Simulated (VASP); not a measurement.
CdS (x), 4 atoms in the cell. The structure is hexagonal, space group P6_3mc (No. 186). Conventional cell: a = 4.137 Å, b = 4.137 Å, c = 6.716 Å, α = 90.00°, β = 90.00°, γ = 120.00°. Within 3.2 Å of Cd (site symmetry 3m) lie 4 S at 2.40 to 3.15 Å. Within 3.2 Å of S (site symmetry 3m) lie 4 Cd at 2.40 to 3.15 Å. 

```yaml
Program: VASP 6.6.1
Task: single point
Functional: PBEsol
Potentials_or_basis: VASP PAW PBE potentials, release 64 (Cd_sv_GW, S)
Cutoff: 540 eV
k_mesh: 9 × 9 × 4
Occupations: gaussian, width 0.01 eV
Spin: no spin polarisation
Dipole_correction: no
Second_run: valence_matched
Further_INCAR_settings: ALGO = Normal; EDIFF = 1e-06; NBANDS = 34
```

Potentials or basis: VASP PAW PBE potentials, release 64 (Cd_sv_GW, S).

Launch:

```bash
$ cat potpaw_PBE.64/Cd_sv_GW/POTCAR potpaw_PBE.64/S/POTCAR > POTCAR
$ mpirun -np 1 vasp_std > vasp.out
```

Hardware: 1 thread of AMD EPYC 9R45 96-Core Processor (Zen 5) (shared host).

**Question.** How long does it take, and how much memory?

**Answer.** Wall time 100 s on 1 thread of AMD EPYC 9R45 96-Core Processor (Zen 5), with other jobs on the host, peak memory 0.27 GiB. Counts: scf iterations 14, k points 36.
